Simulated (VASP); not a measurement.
Here is a VASP 6.6.1 calculation.

File INCAR:

```
SYSTEM = SiC
PREC = Accurate ; ENCUT = 520
EDIFF = 1E-7 ; ISMEAR = 0
SIGMA = 0.05 ; LREAL = .False.
LASPH = .True. ; NELM = 80
ALGO = Normal ; ISIF = 2
LWAVE = .False. ; LCHARG = .True.
GGA = PE ; LELF = .True.
LVHAR = .True. ; NBANDS = 11
```

KPOINTS

```
regular mesh
0
Gamma
  12 12 12
  0 0 0
```

POSCAR

```
SiC
1.0
    0.0000000000      2.1740000000      2.1740000000
    2.1740000000      0.0000000000      2.1740000000
    2.1740000000      2.1740000000      0.0000000000
Si C
1 1
Direct
    0.0068145287      0.0068145287      0.0068145287
    0.7340657699      0.7340657699      0.7340657699
```

Potentials or basis: VASP PAW PBE potentials, release 64 (Si, C).

Run with:

```console
$ cat potpaw_PBE.64/Si/POTCAR potpaw_PBE.64/C/POTCAR > POTCAR
$ mpirun -np 1 vasp_std > vasp.out
```

Task: Predict the band gap on the k mesh.

Result: 0.45 eV, indirect (least direct gap 4.17 eV).

Task: Predict the pressure.

Result: 7.4 GPa.

Task: Estimate the largest force.

Result: 2.275 eV/Å.

Forces in eV/Å, atoms in the order of the input:
```
Si  -1.314 -1.314 -1.314
C    1.314  1.314  1.314
```

Caveat: the cell differs from its parent crystal (mode 4 (793.9 1/cm) frozen in, largest displacement -0.120 Å); forces of over 1 eV/Å act on the atoms, so gaps and moduli don't describe the material at rest. A k mesh can miss the band edges.
